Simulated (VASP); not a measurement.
Set up this calculation in VASP 6.6.1, as the native input.

- Task: electric field gradients
- Functional: PBEsol
- Potentials or basis: VASP PAW PBE potentials, release 64 (Ti_sv)
- Cutoff: 520 eV
- k mesh: 14 × 14 × 14
- Occupations: fermi-dirac, width 0.05 eV
- Spin: no spin polarisation
- Dipole correction: no
- Further INCAR settings: ALGO = Normal; EDIFF = 1e-08; NBANDS = 12

The structure of Ti lies in POSCAR:

```
Ti
1.0
   -1.6075008044      1.6075008044      1.6075008044
    1.6075008044     -1.6075008044      1.6075008044
    1.6075008044      1.6075008044     -1.6075008044
Ti
1
Direct
    0.0000000000      0.0000000000      0.0000000000
```

This cell differs from its parent crystal: volume scaled by 0.94.

The input as run:

INCAR

```
PREC = Accurate
ENCUT = 520
EDIFF = 1E-8
ISMEAR = -1
SIGMA = 0.05
LREAL = False
LASPH = True
NELM = 100
ALGO = Normal
ISIF = 2
LWAVE = False
LCHARG = False
GGA = PS
LEFG = True
NBANDS = 12
```

KPOINTS

```
Automatic mesh
0
Gamma
  14 14 14
```

Potentials or basis: VASP PAW PBE potentials, release 64 (Ti_sv).

Run with:

```console
$ cat potpaw_PBE.64/Ti_sv/POTCAR > POTCAR
$ mpirun -np 1 vasp_std > vasp.out
```

Results of the run:

```json
{
  "Pressure": "-0.8 GPa",
  "Band gap on the k mesh": "zero (band 6 reaches 9.45 eV, above the bottom of band 7 at 7.73 eV)"
}
```

Caveat: without QUAD_EFG the Cq values of the log hold for a quadrupole moment of 1 mb, not for the nuclei; the PAW data sets were made with another functional, which shifts forces and pressure a little.

Run time: 12 s on 1 thread of Intel(R) Xeon(R) Platinum 8488C (Sapphire Rapids), with other jobs on the host, peak memory 0.14 GiB.
